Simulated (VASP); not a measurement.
**Cd: single point with PBE**

Cd:

```xyz
4
Lattice="3.5994 0.0000 0.0000 -1.7997 3.1172 0.0000 0.0000 0.0000 12.2684" Properties=species:S:1:pos:R:3 pbc="T T T"
Cd    0.0000    0.0000    0.0000
Cd    0.0000    2.0781    3.0671
Cd    0.0000    0.0000    6.1342
Cd    1.7997    1.0391    9.2013
```

This cell differs from its parent crystal: Hg replaced by Cd, lengths x 1.055, strained.

| Item | Value |
| --- | --- |
| Program | VASP 6.6.1 |
| Task | single point |
| Functional | PBE |
| Potentials or basis | VASP PAW PBE potentials, release 64 (Cd) |
| Cutoff | 520 eV |
| k mesh | 6 × 6 × 2 |
| Occupations | gaussian, width 0.1 eV |
| Spin | no spin polarisation |

The pressure is -4.1 GPa and the band gap on the k mesh is zero (bands 24 and 25 overlap by 0.93 eV).

Stress tensor (GPa, compression positive):
```
-4.64  0.00  0.00
 0.00 -4.64  0.00
 0.00  0.00 -2.95
```

Levels at points of the mesh, in eV from the Fermi level:
| k point | band 21 | band 22 | band 23 | band 24 | band 25 | band 26 | band 27 | band 28 |
| --- | --- | --- | --- | --- | --- | --- | --- | --- |
| (0.00, 0.00, 0.00) | -5.86 | -4.77 | -4.77 | -1.93 | -0.77 | 4.16 | 4.17 | 9.53 |
| (0.50, 0.00, 0.00) | -1.77 | -1.53 | -0.84 | -0.45 | -0.36 | -0.14 | 1.99 | 2.14 |
| (0.00, 0.00, 0.50) | -5.59 | -5.59 | -3.40 | -3.40 | 1.22 | 1.22 | 7.50 | 7.50 |
| (0.50, 0.00, 0.50) | -1.57 | -1.57 | -1.09 | -1.09 | 0.71 | 0.71 | 1.02 | 1.02 |

It took 39 s on 1 thread of Intel(R) Xeon(R) 6975P-C (Granite Rapids), with other jobs on the host, peak memory 0.26 GiB.

Caveat: the cell differs from its parent crystal (Hg replaced by Cd, lengths x 1.055, strained); the cell stands under tension.
